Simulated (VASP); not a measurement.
Set up this calculation in VASP 6.6.1, as the native input.

| Quantity | Value |
| --- | --- |
| Task | single point |
| Functional | PBE |
| Dispersion | D3(BJ) |
| Potentials or basis | VASP PAW PBE potentials, release 64 (C, H) |
| Cutoff | 520 eV |
| k mesh | 1 × 1 × 1 |
| Occupations | fermi-dirac, width 0.02 eV |
| Spin | no spin polarisation |
| Dipole correction | no |
| Further INCAR settings | LREAL = Auto; ALGO = Normal; EDIFF = 1e-06; NBANDS = 58 |

The structure of H4C lies in POSCAR:

```
H4C
1.0
    7.9581140000      0.0000000000      0.0000000000
    0.0000000000      7.9581140000      0.0000000000
    0.0000000000      0.0000000000      7.9581140000
C H
8 32
Direct
    0.9181572418      0.5502560029     -0.2063554254
    1.0529756171      0.0352973079      0.7434424790
    0.4008990070      0.3943145323     -0.2040810172
    0.7214523441      0.0941303429      0.9987542274
    0.6239418033      0.0663850757      0.4611017133
    0.7943716313      0.4596566473      0.2078758862
   -0.0373706635      0.7889934726      0.1779693028
    0.3191836659      0.8687736818      0.9618861956
    0.8007801849      0.6224464741     -0.1268893610
    1.0428852866      0.5392232381     -0.1011546203
    0.9875204100      0.6373620684     -0.2804307654
    0.8589974961      0.4511496066     -0.2589809596
    1.1008889795     -0.1013682388      0.7137243824
    1.0203799543      0.0395445454      0.8586456540
    0.9423338243      0.0444326382      0.6671429939
    1.1288729968      0.1397818629      0.7225958311
    0.3211439293      0.2892268193     -0.1921058180
    0.3685043969      0.4911716520     -0.2863869505
    0.5036117854      0.3294499174     -0.2549724721
    0.4638410558      0.4247865763     -0.0761361297
    0.7963318947      0.1859485803      0.9281219143
    0.7949873550      0.0095374356      1.0911002280
    0.6762029295      0.0108568437      0.9105046749
    0.5882926533      0.1673009459      1.0465921951
    0.5237798805      0.1224662024      0.3839477545
    0.6668916781     -0.0513312576      0.4234546024
    0.5465616602      0.0728187608      0.5727864667
    0.7457545846      0.1568964707      0.4590534893
    0.8061332120      0.5841585079      0.2340001664
    0.7022392491      0.3524453156      0.2483377343
    0.9432008639      0.4112029559      0.2509262873
    0.7664253113      0.4399534865      0.0679181022
   -0.0726679713      0.9259229008      0.1996829902
   -0.1622369320      0.7357145173      0.1870418041
    0.0836504730      0.7457922819      0.2375311537
   -0.0160465155      0.7662870876      0.0414042825
    0.1943299631      0.8041226853      0.9984652142
    0.3578360400      0.9471339566      1.0655665400
    0.2933358331      0.9440553377      0.8567105221
    0.4257792738      0.7551537965      0.9422709954
```

One way to write it, as run:

INCAR

```
PREC = Accurate
ENCUT = 520
EDIFF = 1E-6
ISMEAR = -1
SIGMA = 0.02
LREAL = Auto
LASPH = T
NELM = 60
ALGO = Normal
ISIF = 2
LWAVE = F
LCHARG = F
GGA = PE
IVDW = 12
NBANDS = 58
```

KPOINTS

```
regular mesh
0
Gamma
  1 1 1
```

Potentials or basis: VASP PAW PBE potentials, release 64 (C, H).

Run with:

```sh
$ cat potpaw_PBE.64/C/POTCAR potpaw_PBE.64/H/POTCAR > POTCAR
$ mpirun -np 1 vasp_gam > vasp.out
```

Results of the run:

* Pressure: 0.0 GPa
* Largest force: 7.709 eV/Å
* Band gap on the k mesh: 5.82 eV
* Dispersion energy per atom: -0.029 eV

Caveat: the k points lie up to 0.79 Å⁻¹ apart; the atoms stand as in a frame of molecular dynamics.

Wall time 74 s on 1 thread of Intel(R) Xeon(R) Platinum 8559C (Emerald Rapids) (shared host), peak memory 0.45 GiB.
